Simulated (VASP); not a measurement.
Ta:

```xyz
1
Lattice="-1.4676 1.4676 2.2328 1.4676 -1.4676 2.2328 1.4676 1.4676 -2.2328" Properties=species:S:1:pos:R:3 pbc="T T T"
Ta    0.0000    0.0000    0.0000
```

```yaml
Program: VASP 6.6.1
Task: relaxation of cell and atoms
Functional: PBE
Potentials_or_basis: VASP PAW PBE potentials, release 64 (Ta_pv)
Cutoff: 600 eV
k_mesh: 26 × 26 × 26
Occupations: gaussian, width 0.1 eV
Spin: no spin polarisation
```

At the start: pressure -4.7 GPa; volume 19.24 Å³/atom.

Task: Where does the relaxation end?

Result: Over 9 steps the energy falls by 58.7 meV/atom and the volume is 18.61 Å³/atom (-3.2 %); space group I4/mmm (No. 139, to 0.1 Å) before and after.

Step by step:
```tsv
step	energy change (eV)	largest force (eV/Å)	pressure (GPa)	volume (Å³)
1	0.0000	0.0000	-4.66	19.24
2	0.0031	0.0000	11.37	17.71
3	-0.0163	0.0000	2.44	18.49
4	-0.0474	0.0000	3.54	18.32
5	-0.0529	0.0000	4.45	18.20
6	-0.0353	0.0000	-7.70	19.45
7	-0.0586	0.0000	0.03	18.61
8	-0.0586	0.0000	0.11	18.60
9	-0.0587	0.0000	0.02	18.61
```

Final structure:
```
CELL_PARAMETERS angstrom
-1.39613 1.39613 2.38731
1.39613 -1.39613 2.38731
1.39613 1.39613 -2.38731
ATOMIC_POSITIONS crystal
Ta 0.00000 0.00000 0.00000
```
